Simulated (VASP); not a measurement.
# MoS2 (R-3m) in VASP: further runs

MoS2 is run at these levels: PBEsol+D3(BJ); tasks: single point.

All numbers are computed with VASP 6.6.1; they aren't measurements. Logs are shortened: lines on timing, memory, paths and dates and some standing lists are left out, and cuts for length are marked.

## Step 1: The cell of the first run

Symmetry: R-3m, No. 166, trigonal system. Conventional cell: a = 3.080 Å, b = 3.080 Å, c = 17.391 Å, α = 90.00°, β = 90.00°, γ = 120.00°. Mo (site symmetry -3m) has 6 S at 2.40 Å and 6 Mo at 3.08 Å within 3.2 Å. Within 3.2 Å of S (site symmetry 3m) lie 3 Mo at 2.40 Å and 9 S at 3.08 to 3.13 Å.

## Step 2: Single point, PBEsol+D3(BJ)

Contents of INCAR:

```
SYSTEM = MoS2
ALGO = Normal ; EDIFF = 1E-6
ENCUT = 520 ; GGA = PS
ISIF = 2 ; ISMEAR = 0
IVDW = 12 ; LASPH = .True.
LCHARG = .False. ; LREAL = .False.
LWAVE = .False. ; NBANDS = 20
NELM = 100 ; PREC = Accurate
SIGMA = 0.1
```

Contents of KPOINTS:

```
k-points
0
Gamma
  15 15 15
  0 0 0
```

Contents of POSCAR:

```
MoS2
1.0
    1.5399048628      0.8890644870      5.7970502871
   -1.5399048628      0.8890644870      5.7970502871
    0.0000000000     -1.7781289741      5.7970502871
Mo S
1 2
Direct
    0.0000000000      0.0000000000      0.0000000000
    0.7592277682      0.7592277682      0.7592277682
    0.2407722318      0.2407722318      0.2407722318
```

Potentials or basis: VASP PAW PBE potentials, release 64 (Mo_sv, S).

On the command line:

```sh
$ cat potpaw_PBE.64/Mo_sv/POTCAR potpaw_PBE.64/S/POTCAR > POTCAR
$ mpirun -np 1 vasp_std > vasp.out
```

OUTCAR:

```text
SYSTEM = MoS2
   EDIFF = 1E-6
   ENCUT = 520
   GGA = PS
   ISIF = 2
   ISMEAR = 0
   IVDW = 12
   LASPH = .True.
   LREAL = .False.
   NELM = 100
   PREC = Accurate
 IVDW          = 12

 ion  position               nearest neighbor table
   1  0.000  0.000  0.000-   2 2.40   3 2.40   2 2.40   2 2.40   3 2.40   3 2.40
   2  0.759  0.759  0.759-   1 2.40   1 2.40   1 2.40
   3  0.241  0.241  0.241-   1 2.40   1 2.40   1 2.40

  LATTYP: Found a trigonal (rhomboedric) cell.
 ALAT       =     6.0636238900
 COS(alpha) =     0.8710108248

  Lattice vectors:

 A1 = (   1.5399048628,   0.8890644870,   5.7970502871)
 A2 = (  -1.5399048628,   0.8890644870,   5.7970502871)
 A3 = (   0.0000000000,  -1.7781289741,   5.7970502871)

Analysis of symmetry for initial positions (statically):
=====================================================================
 Subroutine PRICEL returns:
 Original cell was already a primitive cell.

 Routine SETGRP: Setting up the symmetry group for a
 trigonal (rhombohedral) supercell.

 Subroutine GETGRP returns: Found 12 space group operations
 (whereof 12 operations were pure point group operations)
 out of a pool of 12 trial point group operations.

The static configuration has the point symmetry D_3d.

Analysis of symmetry for dynamics (positions and initial velocities):
=====================================================================
 Subroutine PRICEL returns:
 Original cell was already a primitive cell.

 Routine SETGRP: Setting up the symmetry group for a
 trigonal (rhombohedral) supercell.

 Subroutine GETGRP returns: Found 12 space group operations
 (whereof 12 operations were pure point group operations)
 out of a pool of 12 trial point group operations.

The dynamic configuration has the point symmetry D_3d.

 Subroutine INISYM returns: Found 12 space group operations
 (whereof 12 operations are pure point group operations),
 and found     1 'primitive' translations

----------------------------------------------------------------------------------------

                                     Primitive cell

  volume of cell :      47.6196

  direct lattice vectors                    reciprocal lattice vectors
     1.539904863  0.889064487  5.797050287     0.324695384  0.187462967  0.057500507
    -1.539904863  0.889064487  5.797050287    -0.324695384  0.187462967  0.057500507
     0.000000000 -1.778128974  5.797050287     0.000000000 -0.374925934  0.057500507

  length of vectors
     6.063623890  6.063623890  6.063623890     0.379309589  0.379309589  0.379309589

  position of ions in fractional coordinates (direct lattice)
     0.000000000  0.000000000  0.000000000
     0.759227768  0.759227768  0.759227768
     0.240772232  0.240772232  0.240772232

  ion indices of the primitive-cell ions
   primitive index   ion index
                 1           1
                 2           2
                 3           3

----------------------------------------------------------------------------------------

 KPOINTS: k-points

Automatic generation of k-mesh.
 Grid dimensions read from file:
 generate k-points for:   15   15   15

 Generating k-lattice:

  Cartesian coordinates                     Fractional coordinates (reciprocal lattice)
     0.021646359  0.012497531  0.003833367     0.066666667 -0.000000000 -0.000000000
    -0.021646359  0.012497531  0.003833367    -0.000000000  0.066666667 -0.000000000
     0.000000000 -0.024995062  0.003833367    -0.000000000 -0.000000000  0.066666667

  Length of vectors
     0.025287306  0.025287306  0.025287306

  Shift w.r.t. Gamma in fractional coordinates (k-lattice)
     0.000000000  0.000000000  0.000000000

 Subroutine IBZKPT returns following result:
 ===========================================

 Found    344 irreducible k-points:

 Following reciprocal coordinates:
            Coordinates               Weight
  0.000000  0.000000  0.000000      1.000000
  0.066667  0.000000  0.000000      6.000000
  0.133333 -0.000000  0.000000      6.000000
  0.200000 -0.000000  0.000000      6.000000
  0.266667 -0.000000  0.000000      6.000000
  0.333333  0.000000  0.000000      6.000000
[... 16 lines left out ...]
  0.133333  0.133333  0.000000      6.000000
  0.200000  0.133333  0.000000     12.000000
 [... further k-points ...]
   k-points           NKPTS =    344   k-points in BZ     NKDIM =    344   number of bands    NBANDS=     20
   number of dos      NEDOS =    301   number of ions     NIONS =      3
   total plane-waves  NPLWV = 110592
   dimension x,y,z NGX =    48 NGY =   48 NGZ =   48
   dimension x,y,z NGXF=    96 NGYF=   96 NGZF=   96
   ions per type =               1   2
   NGX,Y,Z   is equivalent  to a cutoff of  13.16, 13.16, 13.16 a.u.
   NGXF,Y,Z  is equivalent  to a cutoff of  26.32, 26.32, 26.32 a.u.
 SYSTEM =  MoS2
   PREC   = accura    normal or accurate (medium, high low for compatibility)
   ISTART =      0    job   : 0-new  1-cont  2-samecut
   ICHARG =      2    charge: 1-file 2-atom 10-const
   ISPIN  =      1    spin polarized calculation?
   LNONCOLLINEAR =      F non collinear calculations
   LSORBIT =      F    spin-orbit coupling
   LASPH  =      T    aspherical Exc in radial PAW
   ENCUT  =  520.0 eV  38.22 Ry    6.18 a.u.  11.27 11.27 11.27*2*pi/ulx,y,z
   NELM   =    100;   NELMIN=  2; NELMDL= -5     # of ELM steps
   EDIFF  = 0.1E-05   stopping-criterion for ELM
   LREAL  =      F    real-space projection
   EDIFFG = 0.1E-04   stopping-criterion for IOM
   NSW    =      0    number of steps for IOM
   IBRION =     -1    ionic relax: 0-MD 1-quasi-New 2-CG
   NFREE  =      0    steps in history (QN), initial steepest desc. (CG)
   ISIF   =      2    stress and relaxation
   ISYM   =      2    0-nonsym 1-usesym 2-fastsym
   POTIM  = 0.5000    time-step for ionic-motion
   TEBEG  =    0.0;   TEEND  =   0.0 temperature during run
   PSTRESS=    0.0 pullay stress
   NELECT =      26.0000    total number of electrons
   NUPDOWN=      -1.0000    fix difference up-down
   EMIN   =  10.00;   EMAX   =-10.00  energy-range for DOS
   EFERMI =   0.00;   METHOD = LEGACY
   ISMEAR =     0;   SIGMA  =   0.10  broadening in eV -4-tet -1-fermi 0-gaus
   EFERMI_NEDOS =   21; number of points for ismear=-14 and -15
   IALGO  =     38    algorithm
   IMIX   =      4    mixing-type and parameters
     AMIX     =   0.40;   BMIX     =  1.00
     AMIX_MAG =   1.60;   BMIX_MAG =  1.00
  volume/ion in A,a.u.               =      15.87       107.12
  Fermi-wavevector in a.u.,A,eV,Ry     =   1.338045  2.528539 24.359395  1.790365
  Thomas-Fermi vector in A             =   2.466546
   LORBIT       =      0    0 simple, 1 ext, 2 COOP (PROOUT), +10 PAW based schemes
   GGA     = PS    functional components
   LHFCALC =     F    Hartree Fock is set to
   AEXX    =    0.0000 exact exchange contribution
   IVDW    =    12    specifies the selected vdW correction
   LEPSILON=     F    determine dielectric tensor
   LRPA    =     F    only Hartree local field effects (RPA)
 non-spin polarized calculation
 Gauss-broadening in eV      SIGMA  =   0.10
  energy-cutoff  :      520.00
  volume of cell :       47.62
 maximum number of plane-waves:      1298
 NGX is ok and might be reduce to    48

 number of electron      26.0000000 magnetization

 Free energy of the ion-electron system (eV)
  ---------------------------------------------------
  ext. energy  EPLUGINS =         0.00000000
  ---------------------------------------------------
  free energy    TOTEN  =       -22.59919129 eV

  energy without entropy =      -22.59507731  energy(sigma->0) =      -22.59713430

 E-fermi :   9.1457     XC(G=0): -11.7540

 val. band max:        9.1393276187   @ k =   0.4667   0.4667   0.4667
 cond. band min:       9.1462689724   @ k =   0.4000   0.2667   0.0667
 fundamental gap:      0.0069413537
 Fermi energy:         9.1456894580

 k-point     1 :       0.0000    0.0000    0.0000
  band No.  band energies     occupation
      1     -52.3593      2.00000
      2     -26.5396      2.00000
      3     -26.2948      2.00000
      4     -26.2948      2.00000
      5      -6.4359      2.00000
      6      -4.3942      2.00000
[... 12 lines left out ...]
     19      16.5717      0.00000
     20      18.8533      0.00000

 k-point     2 :       0.0667    0.0000    0.0000
  band No.  band energies     occupation
      1     -52.3568      2.00000
      2     -26.5350      2.00000
      3     -26.3179      2.00000
      4     -26.3000      2.00000
      5      -6.3551      2.00000
      6      -4.3766      2.00000
[... 12 lines left out ...]
     19      16.8369      0.00000
     20      18.4933      0.00000

 k-point     3 :       0.1333   -0.0000    0.0000
  band No.  band energies     occupation
      1     -52.3497      2.00000
      2     -26.5221      2.00000
      3     -26.3826      2.00000
      4     -26.3147      2.00000
      5      -6.1196      2.00000
      6      -4.3229      2.00000
[... 12 lines left out ...]
     19      17.2606      0.00000
     20      18.3241      0.00000

 k-point     4 :       0.2000   -0.0000    0.0000
  band No.  band energies     occupation
      1     -52.3393      2.00000
      2     -26.5035      2.00000
      3     -26.4763      2.00000
      4     -26.3362      2.00000
      5      -5.7522      2.00000
      6      -4.2297      2.00000
[... 12 lines left out ...]
     19      17.4573      0.00000
     20      18.9233      0.00000

 k-point     5 :       0.2667   -0.0000    0.0000
  band No.  band energies     occupation
      1     -52.3273      2.00000
      2     -26.5838      2.00000
      3     -26.4807      2.00000
      4     -26.3609      2.00000
      5      -5.2996      2.00000
      6      -4.0873      2.00000
[... 12 lines left out ...]
     19      17.0098      0.00000
     20      19.4857      0.00000

 k-point     6 :       0.3333    0.0000    0.0000
  band No.  band energies     occupation
      1     -52.3158      2.00000
      2     -26.6842      2.00000
      3     -26.4597      2.00000
      4     -26.3843      2.00000
      5      -4.8535      2.00000
      6      -3.8681      2.00000
[... 12 lines left out ...]
     19      16.5300      0.00000
     20      18.0955      0.00000

 k-point     7 :       0.4000   -0.0000    0.0000
  band No.  band energies     occupation
      1     -52.3067      2.00000
      2     -26.7617      2.00000
      3     -26.4431      2.00000
      4     -26.4025      2.00000
      5      -4.5410      2.00000
      6      -3.5546      2.00000
[... 12 lines left out ...]
     19      16.2629      0.00000
     20      17.0293      0.00000
[... 277 lines left out ...]
 k-point    20 :      -0.2000    0.0667    0.0000
  band No.  band energies     occupation
      1     -52.3320      2.00000
      2     -26.5363      2.00000
      3     -26.4895      2.00000
      4     -26.3567      2.00000
      5      -5.4845      2.00000
      6      -4.1491      2.00000
[... 12 lines left out ...]
     19      17.2444      0.00000
     20      19.2337      0.00000

 k-point    21 :      -0.1333    0.0667   -0.0000
  band No.  band energies     occupation
      1     -52.3433      2.00000
      2     -26.5104      2.00000
      3     -26.4383      2.00000
      4     -26.3309      2.00000
      5      -5.9011      2.00000
      6      -4.2575      2.00000
[... 12 lines left out ...]
     19      17.4119      0.00000
     20      18.4034      0.00000

 k-point    22 :      -0.0667    0.0667    0.0000
  band No.  band energies     occupation
      1     -52.3520      2.00000
      2     -26.5263      2.00000
      3     -26.3610      2.00000
      4     -26.3107      2.00000
      5      -6.2014      2.00000
      6      -4.3326      2.00000
[... 12 lines left out ...]
     19      17.1473      0.00000
     20      18.1972      0.00000

 k-point    23 :       0.1333    0.1333    0.0000
  band No.  band energies     occupation
      1     -52.3497      2.00000
      2     -26.5222      2.00000
      3     -26.3826      2.00000
      4     -26.3147      2.00000
      5      -6.0961      2.00000
      6      -4.3666      2.00000
[... 12 lines left out ...]
     19      17.3184      0.00000
     20      18.2829      0.00000

 k-point    24 :       0.2000    0.1333    0.0000
  band No.  band energies     occupation
      1     -52.3433      2.00000
      2     -26.5104      2.00000
      3     -26.4383      2.00000
      4     -26.3309      2.00000
      5      -5.8587      2.00000
      6      -4.3297      2.00000
[... 12 lines left out ...]
     19      17.3672      0.00000
     20      18.4210      0.00000

 [... further k-points ...]

------------------------ aborting loop because EDIFF is reached ----------------------------------------

 Edisp (eV)   -1.24453

 E8    (eV) :    -0.7822

  FORCE on cell =-STRESS in cart. coord.  units (eV):
  Direction    XX          YY          ZZ          XY          YZ          ZX
  --------------------------------------------------------------------------------------
  -------------------------------------------------------------------------------------
  Total       0.00422     0.00422     0.01817     0.00000    -0.00000     0.00000
  in kB       0.14212     0.14212     0.61139     0.00000    -0.00000     0.00000
  external pressure =        0.30 kB  Pullay stress =        0.00 kB

 VOLUME and BASIS-vectors are now :
 -----------------------------------------------------------------------------
  energy-cutoff  :      520.00
  volume of cell :       47.62
      direct lattice vectors                 reciprocal lattice vectors
     1.539904863  0.889064487  5.797050287     0.324695384  0.187462967  0.057500507
    -1.539904863  0.889064487  5.797050287    -0.324695384  0.187462967  0.057500507
     0.000000000 -1.778128974  5.797050287     0.000000000 -0.374925934  0.057500507

 POSITION                                       TOTAL-FORCE (eV/Angst)
 -----------------------------------------------------------------------------------
      0.00000      0.00000      0.00000         0.000000      0.000000      0.000000
      0.00000     -0.00000     13.20384        -0.000000      0.000000     -0.004635
      0.00000     -0.00000      4.18731        -0.000000     -0.000000      0.004635
 -----------------------------------------------------------------------------------
    total drift:                               -0.000000     -0.000000      0.000000

  FREE ENERGIE OF THE ION-ELECTRON SYSTEM (eV)
  ---------------------------------------------------
  free  energy   TOTEN  =       -23.8437196692 eV

  energy  without entropy=      -23.8396056885  energy(sigma->0) =      -23.84166268
```

Wall time 9.3 min (1 thread of Intel Xeon Platinum 8488C (Sapphire Rapids), shared host); peak memory 0.54 GiB.

Results:

```yaml
Free_energy: -23.8437 eV
Pressure: 0.0 GPa
Largest_force: 0.005 eV/Å
Band_gap_on_the_k_mesh: zero (bands 13 and 14 overlap by 0.46 eV)
Dispersion_energy_per_atom: -0.415 eV
```

Forces in eV/Å, atoms in the order of the input:
```
Mo   0.000  0.000  0.000
S    0.000  0.000 -0.005
S    0.000  0.000  0.005
```

Caveat: the PAW data sets were made with another functional, which shifts forces and pressure a little.

## Step 3: Single point, PBEsol+D3(BJ)

This run uses another cell than the first one: it holds 9 atoms, not 3.

Contents of INCAR:

```
ALGO = Normal
EDIFF = 1E-7
ENCUT = 520
GGA = PS
ISIF = 2
ISMEAR = 0
IVDW = 12
LASPH = True
LCHARG = False
LREAL = False
LWAVE = False
NBANDS = 49
NELM = 80
PREC = Accurate
SIGMA = 0.15
```

Contents of KPOINTS:

```
k-points
0
Gamma
  14 14 3
```

Contents of POSCAR:

```
MoS2
1.0
   -1.5399048628     -2.6671934611      0.0000000000
    1.5399048628     -2.6671934611      0.0000000000
    0.0000000000      0.0000000000     17.3911508613
Mo S
3 6
Direct
    0.3333333333      0.3333333333      0.3333333333
    0.6666666667      0.6666666667      0.6666666667
    1.0000000000      1.0000000000      0.0000000000
    1.0000000000      1.0000000000      0.7592277682
    0.3333333333      0.3333333333      0.0925611015
    0.6666666667      0.6666666667      0.4258944349
    1.0000000000      1.0000000000      0.2407722318
    0.3333333333      0.3333333333      0.5741055651
    0.6666666667      0.6666666667      0.9074388985
```

Potentials or basis: VASP PAW PBE potentials, release 64 (Mo_sv, S).

On the command line:

```sh
$ cat potpaw_PBE.64/Mo_sv/POTCAR potpaw_PBE.64/S/POTCAR > POTCAR
$ mpirun -np 1 vasp_std > vasp.out
```

Wall time 6.2 min (1 thread of Intel Xeon Platinum 8488C (Sapphire Rapids), shared host); peak memory 0.48 GiB.

Results (log left out):

* Free energy: -71.5411 eV
* Pressure: 0.0 GPa
* Largest force: 0.005 eV/Å
* Band gap on the k mesh: zero (bands 39 and 40 overlap by 0.50 eV)
* Dispersion energy per atom: -0.415 eV

Forces in eV/Å, atoms in the order of the input:
```
Mo   0.000  0.000  0.000
Mo   0.000  0.000  0.000
Mo   0.000  0.000  0.000
S    0.000  0.000 -0.005
S    0.000  0.000 -0.005
S    0.000  0.000 -0.005
S    0.000  0.000  0.005
S    0.000  0.000  0.005
S    0.000  0.000  0.005
```

Stress tensor (GPa, compression positive):
```
-0.02  0.00  0.00
 0.00 -0.02  0.00
 0.00  0.00  0.09
```

Levels at points of the mesh, in eV from the Fermi level:
```
           k point  band 37  band 38  band 39  band 40  band 41  band 42
(0.00, 0.00, 0.00)    -0.71    -0.12    -0.12     0.09     0.09     0.09
(0.50, 0.00, 0.00)    -1.67    -1.23    -1.23     1.66     1.66     1.66
```

Caveat: the PAW data sets were made with another functional, which shifts forces and pressure a little.
